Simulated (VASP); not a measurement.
# H10CO6 in VASP: further runs

H10CO6 is run at these levels: PBE+D3(BJ); tasks: single point.

All numbers are computed with VASP 6.6.1; they aren't measurements. Logs are shortened: lines on timing, memory, paths and dates and some standing lists are left out, and cuts for length are marked.

## 1. The cell of the first run

The cell holds an amorphous packing of atoms, 17 atoms: a = 5.270 Å, b = 5.270 Å, c = 5.270 Å, α = 90.00°, β = 90.00°, γ = 90.00°.

## 2. Single point, PBE+D3(BJ)

INCAR

```
PREC = Accurate ; ENCUT = 520
EDIFF = 1E-6 ; ISMEAR = -1
SIGMA = 0.02 ; LREAL = Auto
LASPH = T ; NELM = 100
ALGO = Normal ; ISIF = 2
LWAVE = F ; LCHARG = F
GGA = PE ; IVDW = 12
NBANDS = 39
```

KPOINTS

```
Automatic mesh
0
Gamma
  1 1 1
```

POSCAR

```
H10CO6
1.0
    5.2704420000      0.0000000000      0.0000000000
    0.0000000000      5.2704420000      0.0000000000
    0.0000000000      0.0000000000      5.2704420000
O H C
6 10 1
Direct
    0.5854916912      0.1427394515     -0.1455855126
    1.1003631194      0.3929841178      0.9638280812
    0.1366299069      0.2281971797      0.4721235904
    0.2853460867      0.8979702272      0.1632500652
    0.4806238262      0.6123395343      0.5915822620
    0.7252143179      0.5857952711      0.2414787982
    0.6071976506     -0.0250073903     -0.0665978299
    0.5090654636      0.2611925148     -0.0003035799
    0.9125800075      0.4042165723      0.9923835610
    1.1435283796      0.3181137370      0.8027789700
    0.1771198696      0.0591980711      0.3941604898
   -0.0562571412      0.1952018446      0.4423917387
    0.1925455209      0.7395394921      0.1184720371
    0.2159591169      1.0299325939      0.0338491534
    0.4400769423      0.4288255141      0.5743920529
    0.6588062254      0.9159383596      0.4335499755
    0.6424318871      0.7029011988      0.4303434133
```

Potentials or basis: VASP PAW PBE potentials, release 64 (O, H, C).

The run is started by

```sh
> cat potpaw_PBE.64/O/POTCAR potpaw_PBE.64/H/POTCAR potpaw_PBE.64/C/POTCAR > POTCAR
> mpirun -np 1 vasp_gam > vasp.out
```

OUTCAR:

```text
PREC = Accurate
   ENCUT = 520
   EDIFF = 1E-6
   ISMEAR = -1
   LREAL = Auto
   LASPH = T
   NELM = 100
   ISIF = 2
   GGA = PE
   IVDW = 12
 IVDW          = 12

 ion  position               nearest neighbor table
   1  0.585  0.143  0.854-   7 0.98   8 1.07
   2  0.100  0.393  0.964-  10 0.96   9 1.00
   3  0.137  0.228  0.472-  11 1.00  12 1.04
   4  0.285  0.898  0.163-  13 1.00  14 1.04
   5  0.481  0.612  0.592-  15 0.99  17 1.30
   6  0.725  0.586  0.241-  17 1.25
   7  0.607  0.975  0.933-   1 0.98
   8  0.509  0.261  1.000-   1 1.07
   9  0.913  0.404  0.992-   2 1.00
  10  0.144  0.318  0.803-   2 0.96
  11  0.177  0.059  0.394-   3 1.00
  12  0.944  0.195  0.442-   3 1.04
  13  0.193  0.740  0.118-   4 1.00
  14  0.216  0.030  0.034-   4 1.04
  15  0.440  0.429  0.574-   5 0.99
  16  0.659  0.916  0.434-  17 1.13
  17  0.642  0.703  0.430-  16 1.13   6 1.25   5 1.30

  LATTYP: Found a simple cubic cell.
 ALAT       =     5.2704420000

  Lattice vectors:

 A1 = (   5.2704420000,   0.0000000000,   0.0000000000)
 A2 = (   0.0000000000,   5.2704420000,   0.0000000000)
 A3 = (   0.0000000000,   0.0000000000,   5.2704420000)

Analysis of symmetry for initial positions (statically):
=====================================================================
 Subroutine PRICEL returns:
 Original cell was already a primitive cell.

 Routine SETGRP: Setting up the symmetry group for a
 simple cubic supercell.

 Subroutine GETGRP returns: Found  1 space group operations
 (whereof  1 operations were pure point group operations)
 out of a pool of 48 trial point group operations.

The static configuration has the point symmetry C_1 .

Analysis of symmetry for dynamics (positions and initial velocities):
=====================================================================
 Subroutine PRICEL returns:
 Original cell was already a primitive cell.

 Routine SETGRP: Setting up the symmetry group for a
 simple cubic supercell.

 Subroutine GETGRP returns: Found  1 space group operations
 (whereof  1 operations were pure point group operations)
 out of a pool of 48 trial point group operations.

The dynamic configuration has the point symmetry C_1 .

 Subroutine INISYM returns: Found  1 space group operations
 (whereof  1 operations are pure point group operations),
 and found     1 'primitive' translations

----------------------------------------------------------------------------------------

                                     Primitive cell

  volume of cell :     146.4000

  direct lattice vectors                    reciprocal lattice vectors
     5.270442000  0.000000000  0.000000000     0.189737407  0.000000000  0.000000000
     0.000000000  5.270442000  0.000000000     0.000000000  0.189737407  0.000000000
     0.000000000  0.000000000  5.270442000     0.000000000  0.000000000  0.189737407

  length of vectors
     5.270442000  5.270442000  5.270442000     0.189737407  0.189737407  0.189737407

  position of ions in fractional coordinates (direct lattice)
     0.585491691  0.142739451  0.854414487
     0.100363119  0.392984118  0.963828081
     0.136629907  0.228197180  0.472123590
     0.285346087  0.897970227  0.163250065
     0.480623826  0.612339534  0.591582262
     0.725214318  0.585795271  0.241478798
[... 9 lines left out ...]
     0.658806225  0.915938360  0.433549976
     0.642431887  0.702901199  0.430343413

  ion indices of the primitive-cell ions
   primitive index   ion index
                 1           1
                 2           2
                 3           3
                 4           4
                 5           5
                 6           6
[... 9 lines left out ...]
                16          16
                17          17

----------------------------------------------------------------------------------------

 KPOINTS: Automatic mesh

Automatic generation of k-mesh.
 Grid dimensions read from file:
 generate k-points for:    1    1    1

 Generating k-lattice:

  Cartesian coordinates                     Fractional coordinates (reciprocal lattice)
     0.189737407  0.000000000  0.000000000     1.000000000  0.000000000  0.000000000
     0.000000000  0.189737407  0.000000000     0.000000000  1.000000000  0.000000000
     0.000000000  0.000000000  0.189737407     0.000000000  0.000000000  1.000000000

  Length of vectors
     0.189737407  0.189737407  0.189737407

  Shift w.r.t. Gamma in fractional coordinates (k-lattice)
     0.000000000  0.000000000  0.000000000

 Subroutine IBZKPT returns following result:
 ===========================================

 Found      1 irreducible k-points:

 Following reciprocal coordinates:
            Coordinates               Weight
  0.000000  0.000000  0.000000      1.000000
   k-points           NKPTS =      1   k-points in BZ     NKDIM =      1   number of bands    NBANDS=     39
   number of dos      NEDOS =    301   number of ions     NIONS =     17
   total plane-waves  NPLWV =  64000
   dimension x,y,z NGX =    40 NGY =   40 NGZ =   40
   dimension x,y,z NGXF=    80 NGYF=   80 NGZF=   80
   ions per type =               6  10   1
   NGX,Y,Z   is equivalent  to a cutoff of  12.62, 12.62, 12.62 a.u.
   NGXF,Y,Z  is equivalent  to a cutoff of  25.23, 25.23, 25.23 a.u.
 SYSTEM =  unknown system
   PREC   = accura    normal or accurate (medium, high low for compatibility)
   ISTART =      0    job   : 0-new  1-cont  2-samecut
   ICHARG =      2    charge: 1-file 2-atom 10-const
   ISPIN  =      1    spin polarized calculation?
   LNONCOLLINEAR =      F non collinear calculations
   LSORBIT =      F    spin-orbit coupling
   LASPH  =      T    aspherical Exc in radial PAW
   ENCUT  =  520.0 eV  38.22 Ry    6.18 a.u.   9.80  9.80  9.80*2*pi/ulx,y,z
   NELM   =    100;   NELMIN=  2; NELMDL= -5     # of ELM steps
   EDIFF  = 0.1E-05   stopping-criterion for ELM
   LREAL  =      T    real-space projection
   EDIFFG = 0.1E-04   stopping-criterion for IOM
   NSW    =      0    number of steps for IOM
   IBRION =     -1    ionic relax: 0-MD 1-quasi-New 2-CG
   NFREE  =      0    steps in history (QN), initial steepest desc. (CG)
   ISIF   =      2    stress and relaxation
   ISYM   =      2    0-nonsym 1-usesym 2-fastsym
   POTIM  = 0.5000    time-step for ionic-motion
   TEBEG  =    0.0;   TEEND  =   0.0 temperature during run
   PSTRESS=    0.0 pullay stress
   NELECT =      50.0000    total number of electrons
   NUPDOWN=      -1.0000    fix difference up-down
   EMIN   =  10.00;   EMAX   =-10.00  energy-range for DOS
   EFERMI =   0.00;   METHOD = LEGACY
   ISMEAR =    -1;   SIGMA  =   0.02  broadening in eV -4-tet -1-fermi 0-gaus
   EFERMI_NEDOS =   21; number of points for ismear=-14 and -15
   IALGO  =     38    algorithm
   IMIX   =      4    mixing-type and parameters
     AMIX     =   0.40;   BMIX     =  1.00
     AMIX_MAG =   1.60;   BMIX_MAG =  1.00
  volume/ion in A,a.u.               =       8.61        58.12
  Fermi-wavevector in a.u.,A,eV,Ry     =   1.144330  2.162469 17.816696  1.309490
  Thomas-Fermi vector in A             =   2.281022
   LORBIT       =      0    0 simple, 1 ext, 2 COOP (PROOUT), +10 PAW based schemes
   GGA     = PE    functional components
   LHFCALC =     F    Hartree Fock is set to
   AEXX    =    0.0000 exact exchange contribution
   IVDW    =    12    specifies the selected vdW correction
   LEPSILON=     F    determine dielectric tensor
   LRPA    =     F    only Hartree local field effects (RPA)
 non-spin polarized calculation
  energy-cutoff  :      520.00
  volume of cell :      146.40
 maximum number of plane-waves:      1956
 NGX is ok and might be reduce to    40
   NGX = 19   NGY = 19   NGZ = 19

 number of electron      49.9999999 magnetization

 Free energy of the ion-electron system (eV)
  ---------------------------------------------------
  ext. energy  EPLUGINS =         0.00000000
  ---------------------------------------------------
  free energy    TOTEN  =       -87.20458071 eV

  energy without entropy =      -87.20458071  energy(sigma->0) =      -87.20458071

 E-fermi :  -1.5909     XC(G=0):  -7.9173

 val. band max:       -2.1482530613   @ k =   0.0000   0.0000   0.0000
 cond. band min:       2.3071688003   @ k =   0.0000   0.0000   0.0000
 fundamental gap:      4.4554218616
 Fermi energy:        -1.5909389937

 k-point     1 :       0.0000    0.0000    0.0000
  band No.  band energies     occupation
      1     -24.0738      2.00000
      2     -21.4273      2.00000
      3     -21.1828      2.00000
      4     -20.4002      2.00000
      5     -20.3481      2.00000
      6     -20.0257      2.00000
[... 29 lines left out ...]
     36       9.5822      0.00000
     37       9.8466      0.00000
 [bands above 37 left out]

------------------------ aborting loop because EDIFF is reached ----------------------------------------

 Edisp (eV)   -0.80328

 E8    (eV) :    -0.1728

  FORCE on cell =-STRESS in cart. coord.  units (eV):
  Direction    XX          YY          ZZ          XY          YZ          ZX
  --------------------------------------------------------------------------------------
  -------------------------------------------------------------------------------------
  Total      -2.13590    -4.18054     0.27183    -0.31029    -1.02869    -1.32160
  in kB     -23.37494   -45.75116     2.97486    -3.39578   -11.25786   -14.46337
  external pressure =      -22.05 kB  Pullay stress =        0.00 kB

 VOLUME and BASIS-vectors are now :
 -----------------------------------------------------------------------------
  energy-cutoff  :      520.00
  volume of cell :      146.40
      direct lattice vectors                 reciprocal lattice vectors
     5.270442000  0.000000000  0.000000000     0.189737407  0.000000000  0.000000000
     0.000000000  5.270442000  0.000000000     0.000000000  0.189737407  0.000000000
     0.000000000  0.000000000  5.270442000     0.000000000  0.000000000  0.189737407

 POSITION                                       TOTAL-FORCE (eV/Angst)
 -----------------------------------------------------------------------------------
      3.08580      0.75230      4.50314        -0.470788      1.757770      1.648530
      0.52896      2.07120      5.07980        -0.745945      0.827141      1.149462
      0.72010      1.20270      2.48830        -2.993120     -1.491808      0.188261
      1.50390      4.73270      0.86040        -1.721831      0.355502     -1.657825
      2.53310      3.22730      3.11790        -0.131913      0.435346      1.521861
      3.82220      3.08740      1.27270         0.117927      0.311460      1.480771
[... 9 lines left out ...]
      3.47220      4.82740      2.28500         0.322620     -0.252186      0.694240
      3.38590      3.70460      2.26810        -0.291688     -0.532387     -3.166941
 -----------------------------------------------------------------------------------
    total drift:                               -0.001436      0.008505      0.000935

  FREE ENERGIE OF THE ION-ELECTRON SYSTEM (eV)
  ---------------------------------------------------
  free  energy   TOTEN  =       -88.0078560120 eV

  energy  without entropy=      -88.0078560120  energy(sigma->0) =      -88.00785601
```

It took 16 s on 1 thread of AMD EPYC 9R45 (Zen 5), shared host; peak memory 0.2 GiB.

What came out:

```
Free energy                : -88.0079 eV
Pressure                   : -2.2 GPa
Largest force              : 3.350 eV/Å
Band gap on the k mesh     : 4.46 eV
Dispersion energy per atom : -0.047 eV
```

Forces on the atoms (eV/Å):
```
O   -0.471  1.758  1.649
O   -0.746  0.827  1.149
O   -2.993 -1.492  0.188
O   -1.722  0.356 -1.658
O   -0.132  0.435  1.522
O    0.118  0.311  1.481
H   -0.333  0.403  0.052
H    1.282 -1.761 -1.966
H    1.405 -0.299 -0.474
H   -0.669 -0.150 -1.086
H    1.167  0.209 -0.034
H    1.988  1.421  0.710
H    0.419  0.079  0.011
H    0.612 -1.190  1.388
H    0.045 -0.123 -0.459
H    0.323 -0.252  0.694
C   -0.292 -0.532 -3.167
```

Caveat: the k points lie up to 1.19 Å⁻¹ apart.

## 3. Single point, PBE+D3(BJ)

INCAR

```
SYSTEM = H10CO6
PREC = Accurate ; ENCUT = 520
EDIFF = 1E-6 ; ISMEAR = -1
SIGMA = 0.02 ; LREAL = Auto
LASPH = .TRUE. ; NELM = 60
ALGO = Normal ; ISIF = 2
LWAVE = .FALSE. ; LCHARG = .FALSE.
GGA = PE ; IVDW = 12
NBANDS = 39
```

KPOINTS

```
Automatic mesh
0
G
  1 1 1
  0 0 0
```

POSCAR

```
H10CO6
1.0
    5.2704420000      0.0000000000      0.0000000000
    0.0000000000      5.2704420000      0.0000000000
    0.0000000000      0.0000000000      5.2704420000
O H C
6 10 1
Direct
    0.6139333286      0.1989965927     -0.0238879396
    1.0400076502      0.4592593942      0.8830568670
    0.1943480262      0.1482797837      0.4747229929
    0.2094321501      0.8313154760      0.0701269457
    0.4922167818      0.5668784516      0.5917530256
    0.7701820834      0.6512167291      0.2800713868
    0.4795043755      0.0693490223     -0.0342665757
    0.5026523392      0.3605010737      0.0206624036
    0.8826014972      0.3947866232      0.9551191342
    1.0845959409      0.3659085898      0.7306218340
    0.1845386023     -0.0117067980      0.3636507147
    0.0396930656      0.2301704487      0.3844269608
    0.1639141461      0.6701525223     -0.0107011898
    0.0499578593      0.9240211732      0.0002656324
    0.4206288581      0.4477613073      0.4783090299
    0.6488260377      0.8957692732      0.5580556621
    0.6627148159      0.7066769732      0.4681960261
```

Potentials or basis: VASP PAW PBE potentials, release 64 (O, H, C).

The run is started by

```sh
> cat potpaw_PBE.64/O/POTCAR potpaw_PBE.64/H/POTCAR potpaw_PBE.64/C/POTCAR > POTCAR
> mpirun -np 1 vasp_gam > vasp.out
```

Run time: 16 s. Hardware: 1 thread of AMD EPYC 9R45 (Zen 5), shared host; peak memory 0.2 GiB.

Results (log left out):

```yaml
Free_energy: -88.0532 eV
Pressure: 1.8 GPa
Largest_force: 3.653 eV/Å
Band_gap_on_the_k_mesh: 4.89 eV
Dispersion_energy_per_atom: -0.047 eV
```

Forces on the atoms (eV/Å):
```
O   -1.933  2.180  0.892
O   -0.017 -0.531 -0.512
O   -2.555  0.279 -2.022
O   -1.192  3.446 -0.222
O    0.284  1.287  1.277
O    1.630 -0.911 -2.453
H    0.059 -0.348  0.159
H    1.720 -2.362 -0.773
H   -0.245 -0.376 -0.242
H   -0.080 -0.451  0.085
H    0.739  0.425  0.590
H    1.601 -0.431  1.045
H    0.130 -1.213 -0.162
H    1.934 -0.622  1.005
H   -0.670 -2.395 -1.102
H    0.896  0.613  0.147
C   -2.300  1.410  2.290
```

Stress tensor (GPa, compression positive):
```
-1.39  5.81 -3.46
 5.81  2.94  3.26
-3.46  3.26  3.91
```

Levels at points of the mesh, in eV from the valence-band top:
```tsv
k point	band 21	band 22	band 23	band 24	band 25	band 26	band 27	band 28	band 29	band 30
(0.00, 0.00, 0.00)	-1.08	-0.83	-0.68	-0.35	0.00	4.89	5.16	7.94	8.63	9.02
```

Caveat: the k points lie up to 1.19 Å⁻¹ apart.

## 4. Single point, PBE+D3(BJ)

INCAR

```
  PREC = Accurate
  ENCUT = 520
  EDIFF = 1E-6
  ISMEAR = -1
  SIGMA = 0.02
  LREAL = Auto
  LASPH = T
  NELM = 60
  ALGO = Normal
  ISIF = 2
  LWAVE = F
  LCHARG = F
  GGA = PE
  IVDW = 12
  NBANDS = 39
```

KPOINTS

```
regular mesh
0
Gamma
  1 1 1
```

POSCAR

```
H10CO6
1.0
    5.2704420000      0.0000000000      0.0000000000
    0.0000000000      5.2704420000      0.0000000000
    0.0000000000      0.0000000000      5.2704420000
O H C
6 10 1
Direct
    0.6213900087      0.1675950518      0.0910170342
    1.0090804528      0.3940845948      0.8164400633
    0.2159591169      0.1716174848      0.4244236062
    0.1482418363      0.8661702377     -0.0398258818
    0.5017795471      0.5912407346      0.6355633930
    0.8009195434      0.6635117131      0.3229330671
    0.4667540218      0.0759329104      0.0338301797
    0.5629319135      0.3330270972      0.0643020073
    0.8688834826      0.2772442994      0.8736458916
    1.0663052549      0.3111124266      0.6545750812
    0.2177616223     -0.0062044132      0.4700364789
    0.1487161798      0.1746722571      0.2574357141
    0.1664376536      0.7555723030     -0.1893010112
    0.0053316211      0.7785305293      0.0381182451
    0.4990283547      0.4010289839      0.5690983792
    0.6566621927      0.9475486117      0.5540901503
    0.6760723294      0.7340371073      0.5119304984
```

The run is started by

```sh
> cat potpaw_PBE.64/O/POTCAR potpaw_PBE.64/H/POTCAR potpaw_PBE.64/C/POTCAR > POTCAR
> mpirun -np 1 vasp_gam > vasp.out
```

Run time: 16 s. Hardware: 1 thread of AMD EPYC 9R45 (Zen 5), shared host; peak memory 0.2 GiB.

Results (log left out):

| Item | Value |
| --- | --- |
| Free energy | -88.4441 eV |
| Pressure | -1.8 GPa |
| Largest force | 2.622 eV/Å |
| Band gap on the k mesh | 4.07 eV |
| Dispersion energy per atom | -0.047 eV |

Forces in eV/Å, atoms in the order of the input:
```
O   -0.147 -2.119 -0.544
O   -0.969 -0.993 -0.411
O    0.483 -0.017  1.454
O    0.186 -0.120 -0.575
O    0.745 -1.081 -0.681
O   -0.772  0.381  2.141
H    0.503 -0.458  0.230
H   -0.384  2.478  0.028
H    0.885  0.693  0.018
H   -0.137  0.420  0.629
H   -0.051 -0.311  0.030
H   -0.655  0.167 -1.597
H    0.339  0.112  0.576
H   -0.065  0.113  0.572
H    0.062  1.994  0.327
H    0.232 -0.905  0.388
C   -0.255 -0.354 -2.586
```

Stress tensor (GPa, compression positive):
```
-1.54 -2.34 -0.37
-2.34 -2.42 -1.11
-0.37 -1.11 -1.30
```

Levels at points of the mesh, in eV from the valence-band top:
```
           k point  band 23  band 24  band 25  band 26  band 27  band 28
(0.00, 0.00, 0.00)    -0.79    -0.62     0.00     4.07     4.82     7.09
```

Caveat: the k points lie up to 1.19 Å⁻¹ apart.

(Part 1 of 2 ends here.)
